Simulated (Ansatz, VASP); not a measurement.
**One calculation of SiCl3, two programs**

```
Si Cl
1.0
     5.67777    0.00000    0.00000
    -2.83889    4.91710    0.00000
     0.00000    0.00000    6.66381
Si Cl
1 3
Cartesian
  0.0000 0.0000 0.0000
  2.8389 0.0000 0.0000
  -1.4194 2.4585 0.0000
  1.4194 2.4585 0.0000
```

Alike in both runs: task relaxation of cell and atoms; functional PBE; k mesh 12 × 12 × 8; occupations gaussian, width 0.1 eV; no spin polarisation.

|  | VASP | Ansatz |
| --- | --- | --- |
| version | VASP 6.6.1 | Ansatz 0.2.0 |
| potentials or method | VASP PAW PBE potentials, release 64 (Si, Cl), cutoff 600 eV | scalar-relativistic, plane waves, PAW |
| valence electrons in the cell | 25 | 25 |

```csv
,VASP,Ansatz,Ansatz less VASP
"gap on the k mesh at the Fermi level, each at its own relaxed structure (eV)",none,none,-
relaxed volume (Å³/atom),46.41,46.48,+0.067
relaxed length of the cell vector where the two differ most in proportion (Å),6.666,6.670,+0.0042
```

A gap of «none» marks a metal or a gap that the smearing closes. Ansatz's warnings: xc potential rough in thin density.
